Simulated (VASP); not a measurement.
Input of a VASP 6.6.1 run:

The input INCAR:

```
SYSTEM = CaO
PREC = Accurate ; ENCUT = 600
EDIFF = 1E-6 ; ISMEAR = 1
SIGMA = 0.001 ; LREAL = .FALSE.
LASPH = .TRUE. ; NELM = 120
ALGO = Normal ; ISIF = 2
LWAVE = .FALSE. ; LCHARG = .FALSE.
GGA = PE ; NBANDS = 15
GGA_COMPAT = .FALSE.
```

The input KPOINTS:

```
regular mesh
0
G
  6 6 6
  0 0 0
```

POSCAR

```
CaO
1.0
    0.0000000000      2.4005208800      2.4005208800
    2.4005208800      0.0000000000      2.4005208800
    2.4005208800      2.4005208800      0.0000000000
Ca O
1 1
Direct
    0.0000000000      0.0000000000      0.0000000000
    0.5000000000      0.5000000000      0.5000000000
```

Potentials or basis: VASP PAW PBE potentials, release 64 (Ca_sv, O).

Run with:

```console
$ cat potpaw_PBE.64/Ca_sv/POTCAR potpaw_PBE.64/O/POTCAR > POTCAR
$ mpirun -np 1 vasp_std > vasp.out
```

Task: What does it give for the band gap on the k mesh?

Result: 3.63 eV, indirect (least direct gap 4.01 eV).

Task: Predict the pressure.

Result: 2.5 GPa.

A k mesh can miss the band edges. A hybrid or GW would open this gap; PBE tends to underestimate it.
